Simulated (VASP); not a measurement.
Write the native input for VASP 6.6.1 that does the following.

```
Task                   : single point
Functional             : PBEsol
Potentials or basis    : VASP PAW PBE potentials, release 64 (O)
Cutoff                 : 520 eV
k mesh                 : 14 × 14 × 14
Occupations            : fermi-dirac, width 0.08 eV
Spin                   : no spin polarisation
Dipole correction      : no
Further INCAR settings : ALGO = Normal; EDIFF = 1e-06; NBANDS = 13
```

The structure of O lies in POSCAR:

```
O
1.0
    0.0000000000      2.1695990356      2.1695990356
    2.1695990356      0.0000000000      2.1695990356
    2.1695990356      2.1695990356      0.0000000000
O
2
Direct
   -0.1250000000     -0.1250000000     -0.1250000000
    0.1250000000      0.1250000000      0.1250000000
```

These files were run (other wordings do the same):

INCAR

```
PREC = Accurate
ENCUT = 520
EDIFF = 1E-6
ISMEAR = -1
SIGMA = 0.08
LREAL = False
LASPH = True
NELM = 80
ALGO = Normal
ISIF = 2
LWAVE = False
LCHARG = False
GGA = PS
NBANDS = 13
```

KPOINTS

```
regular mesh
0
Gamma
  14 14 14
```

Potentials or basis: VASP PAW PBE potentials, release 64 (O).

Run with:

```sh
$ cat potpaw_PBE.64/O/POTCAR > POTCAR
$ mpirun -np 1 vasp_std > vasp.out
```

Results of the run:

```yaml
Pressure: -0.1 GPa
Band_gap_on_the_k_mesh: zero (band 6 reaches 1.28 eV, above the bottom of band 7 at 0.14 eV)
```

Caveat: the PAW data sets were made with another functional, which shifts forces and pressure a little.

Wall time 9.5 s on 1 thread of Intel(R) Xeon(R) Platinum 8375C CPU @ 2.90GHz (Ice Lake) (shared host), peak memory 0.14 GiB.
